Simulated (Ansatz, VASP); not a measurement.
# HPb: VASP beside Ansatz

INCAR

```
SYSTEM = HPb
PREC = Accurate
ENCUT = 520
EDIFF = 1E-6
ISMEAR = -1
SIGMA = 0.1
LREAL = .False.
LASPH = .True.
NELM = 60
ALGO = Normal
ISIF = 2
LWAVE = .False.
LCHARG = .False.
GGA = PE
NBANDS = 48
```

KPOINTS

```
regular mesh
0
Gamma
  6 6 1
  0 0 0
```

Contents of POSCAR:

```
HPb
1.0
   -3.3950910000      0.0000000000      0.0000000000
   -0.2272600000      3.4152100000      0.0000000000
    0.0000000000      0.0000000000    -28.7604160000
H Pb
5 5
Direct
    0.9915490000      0.0084700000      0.9729140000
    0.0036480000      0.0325950000      0.8535180000
    0.9540860000      0.0321190000      0.7408760000
    0.0102400000      0.1028380000      0.6206690000
    0.9848540000      0.0834080000      0.5037200000
    0.5330610000      0.5214500000      0.9169130000
    0.5278510000      0.5946110000      0.7954590000
    0.5183040000      0.5486600000      0.6747030000
    0.4862760000      0.5964180000      0.5616100000
    0.4767530000      0.6316700000      0.4434500000
```

Input for Ansatz:

```yaml
crystal:
  lattice:
    - [3.395091, 0.0, 0.0]
    - [0.22726, -3.41521, 0.0]
    - [0.0, 0.0, 28.760416]
  atoms:
    - { symbol: H, position: [0.008451, 0.99153, 0.027086] }
    - { symbol: H, position: [0.996352, 0.967405, 0.146482] }
    - { symbol: H, position: [0.045914, 0.967881, 0.259124] }
    - { symbol: H, position: [0.98976, 0.897162, 0.379331] }
    - { symbol: H, position: [0.015146, 0.916592, 0.49628] }
    - { symbol: Pb, position: [0.466939, 0.47855, 0.083087] }
    - { symbol: Pb, position: [0.472149, 0.405389, 0.204541] }
    - { symbol: Pb, position: [0.481696, 0.45134, 0.325297] }
    - { symbol: Pb, position: [0.513724, 0.403582, 0.43839] }
    - { symbol: Pb, position: [0.523247, 0.36833, 0.55655] }
hamiltonian:
  xc: pbe
  pseudopotentials: { kind: paw }
basis:
  ecutwfc: 420
kpoints:
  mp_grid: { grid: [6, 6, 1] }
scf:
  occupations: { method: fermi_dirac, width: 0.1 }
  lower_state_search: "off"
output:
  forces: true
  stress: false
```

Alike in both runs: task single point; functional PBE; k mesh 6 × 6 × 1; occupations fermi-dirac, width 0.1 eV; no spin polarisation.

|  | VASP | Ansatz |
| --- | --- | --- |
| version | VASP 6.6.1 | Ansatz 0.2.0 |
| potentials or method | VASP PAW PBE potentials, release 64 (H, Pb_d), cutoff 520 eV | PAW, plane waves, scalar-relativistic |
| valence electrons in the cell | 75 | 75 |

|  | VASP | Ansatz | Ansatz less VASP |
| --- | --- | --- | --- |
| rms of the force components (eV/Å) | 0.256 | 0.256 | 0.0000 |

Neither program's run includes spin-orbit coupling.
